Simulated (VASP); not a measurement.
Ir: single point with LDA

The system is Ir.

```
Ir
1.0
     2.71419    0.00000    0.00000
    -1.35710    2.35056    0.00000
     0.00000    0.00000    4.40198
Ir
2
Cartesian
  0.0000 1.5670 1.1005
  1.3571 0.7835 3.3015
```

This cell differs from its parent crystal: volume scaled by 0.96.

```
Program                : VASP 6.6.1
Task                   : single point
Functional             : LDA
Potentials or basis    : VASP PAW LDA potentials, release 64 (Ir)
Cutoff                 : 520 eV
k mesh                 : 11 × 11 × 6
Occupations            : fermi-dirac, width 0.05 eV
Spin                   : no spin polarisation
Dipole correction      : no
Further INCAR settings : ALGO = Normal; EDIFF = 1e-07; NBANDS = 16
```

```
Pressure               : -1.3 GPa
Band gap on the k mesh : zero (band 9 reaches 11.55 eV, above the bottom of band 10 at 8.26 eV)
```

Stress tensor (GPa, compression positive):
```
-1.25  0.00  0.00
 0.00 -1.25  0.00
 0.00  0.00 -1.45
```

Levels at points of the mesh, in eV from the Fermi level:
| k point | band 6 | band 7 | band 8 | band 9 | band 10 | band 11 | band 12 | band 13 |
| --- | --- | --- | --- | --- | --- | --- | --- | --- |
| (0.00, 0.00, 0.00) | -3.23 | -3.23 | -2.42 | -2.42 | -0.78 | 0.29 | 0.29 | 7.18 |
| (0.00, 0.00, 0.50) | -4.03 | -4.03 | -4.03 | -0.47 | -0.47 | -0.47 | -0.47 | 13.68 |

Wall time 9.6 s on 1 thread of Intel(R) Xeon(R) 6975P-C (Granite Rapids), with other jobs on the host, peak memory 0.14 GiB.

Caveat: spin-orbit coupling is left out, which moves the levels of the heavy elements.
